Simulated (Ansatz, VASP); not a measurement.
**Al2O3: VASP beside Ansatz**

INCAR

```
SYSTEM = Al2O3
ALGO     = Normal         ! electronic algorithm
EDIFF    = 1E-6           ! SCF threshold, eV
EDIFFG   = -0.01          ! ionic threshold
ENCUT    = 600            ! plane-wave cutoff, eV
GGA      = PS             ! functional
IBRION   = 2              ! ionic algorithm
ISIF     = 3              ! what is computed and relaxed
ISMEAR   = 0              ! smearing method
IVDW     = 12             ! dispersion correction
LASPH    = .True.         ! aspherical terms in the spheres
LCHARG   = .False.        ! write CHGCAR
LREAL    = .False.        ! projectors in reciprocal space
LWAVE    = .False.        ! write WAVECAR
NELM     = 80             ! most SCF steps
NSW      = 100            ! ionic steps
PREC     = Accurate       ! precision mode
SIGMA    = 0.01           ! smearing width, eV
```

KPOINTS

```
k-points
0
Gamma
  12 12 4
  0 0 0
```

The input POSCAR:

```
Al2O3
1.0
    3.0174830000      0.0000000000      0.0000000000
   -1.5087415000      2.6132169335      0.0000000000
    0.0000000000      0.0000000000      7.5746360000
Al O
2 3
Direct
    0.0000000000      0.0000000000      0.2779510000
    0.0000000000      0.0000000000      0.7220490000
    0.3333333333      0.6666666667      0.1994540000
    0.6666666667      0.3333333333      0.8005460000
    0.0000000000      0.0000000000      0.5000000000
```

Input for Ansatz:

```yaml
crystal:
  lattice:
    a: 3.017483
    b: 3.017483
    c: 7.574636
    alpha: 90.0
    beta: 90.0
    gamma: 120.0
  atoms:
    - { symbol: Al, position: [0.0, 0.0, 0.277951] }
    - { symbol: Al, position: [0.0, 0.0, 0.722049] }
    - { symbol: O, position: [0.3333333333333333, 0.6666666666666666, 0.199454] }
    - { symbol: O, position: [0.6666666666666666, 0.3333333333333333, 0.800546] }
    - { symbol: O, position: [0.0, 0.0, 0.5] }
basis:
  ecutwfc: 476.19925930478996
kpoints:
  mp_grid:
    grid: [12, 12, 4]
hamiltonian:
  xc: pbesol
  dispersion: d3bj
scf:
  occupations:
    method: fixed
relax:
  max_steps: 100
  cell: {}
```

Alike in both runs: task relaxation of cell and atoms; functional PBEsol; dispersion D3(BJ); k mesh 12 × 12 × 4; no spin polarisation.

|  | VASP | Ansatz |
| --- | --- | --- |
| version | VASP 6.6.1 | Ansatz 0.2.0 |
| potentials or method | VASP PAW PBE potentials, release 64 (Al, O), cutoff 600 eV | plane waves, PAW |
| occupations | gaussian, width 0.01 eV | fixed |
| valence electrons in the cell | 24 | 24 |

|  | VASP | Ansatz | Ansatz less VASP |
| --- | --- | --- | --- |
| relaxed volume (Å³/atom) | 11.15 | 11.22 | +0.076 |
| relaxed cell length with the largest relative difference (Å) | 7.276 | 7.318 | +0.0416 |

VASP's potentials were made for PBE, not for PBEsol.
